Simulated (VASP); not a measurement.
A run of VASP 6.6.1 is set up as follows.

File POSCAR:

```
Re
1.0
    4.2360282288      0.0000000000      0.0000000000
   -2.1180141144      3.6685080573      0.0000000000
    0.0000000000      0.0000000000      2.6521403713
Re
3
Direct
    1.0000000000      1.0000000000      0.0000000000
    0.3333333333      0.6666666667      0.5000000000
    0.6666666667      0.3333333333      0.5000000000
```

INCAR.step1

```
SYSTEM = Re
PREC     = Accurate       ! precision mode
ENCUT    = 520            ! plane-wave cutoff, eV
ISMEAR   = -1             ! smearing method
SIGMA    = 0.1            ! smearing width, eV
LREAL    = .FALSE.        ! projectors in reciprocal space
LASPH    = .TRUE.         ! aspherical terms in the spheres
NELM     = 60             ! most SCF steps
NBANDS   = 18             ! bands
GGA      = PE             ! functional
ALGO     = Normal         ! electronic algorithm
EDIFF    = 1E-4           ! SCF threshold, eV
LWAVE    = .TRUE.         ! write WAVECAR
LCHARG   = .FALSE.        ! write CHGCAR
```

INCAR.step2

```
SYSTEM = Re
PREC     = Accurate       ! precision mode
ENCUT    = 520            ! plane-wave cutoff, eV
EDIFF    = 1E-6           ! SCF threshold, eV
ISMEAR   = -1             ! smearing method
SIGMA    = 0.1            ! smearing width, eV
LREAL    = .FALSE.        ! projectors in reciprocal space
LASPH    = .TRUE.         ! aspherical terms in the spheres
NELM     = 60             ! most SCF steps
ALGO     = Normal         ! electronic algorithm
ISIF     = 2              ! what is computed and relaxed
LWAVE    = .FALSE.        ! write WAVECAR
LCHARG   = .FALSE.        ! write CHGCAR
METAGGA  = R2SCAN         ! meta-GGA
LMIXTAU  = .TRUE.       
NBANDS   = 18             ! bands
ISTART   = 1
```

Contents of KPOINTS:

```
Automatic mesh
0
G
  10 10 13
  0 0 0
```

Potentials or basis: VASP PAW PBE potentials, release 64 (Re).

Launch:

```sh
$ cat potpaw_PBE.64/Re/POTCAR > POTCAR
$ cp INCAR.step1 INCAR
$ mpirun -np 1 vasp_std > vasp.out
$ cp INCAR.step2 INCAR
$ mpirun -np 1 vasp_std > vasp.out
```

Question: What does it give for the pressure?

Answer: 37.3 GPa.

Stress tensor (GPa, compression positive):
```
38.42  0.00  0.00
 0.00 38.42  0.00
 0.00  0.00 35.15
```

Caveat: the PAW data sets were made with another functional, which shifts forces and pressure a little.
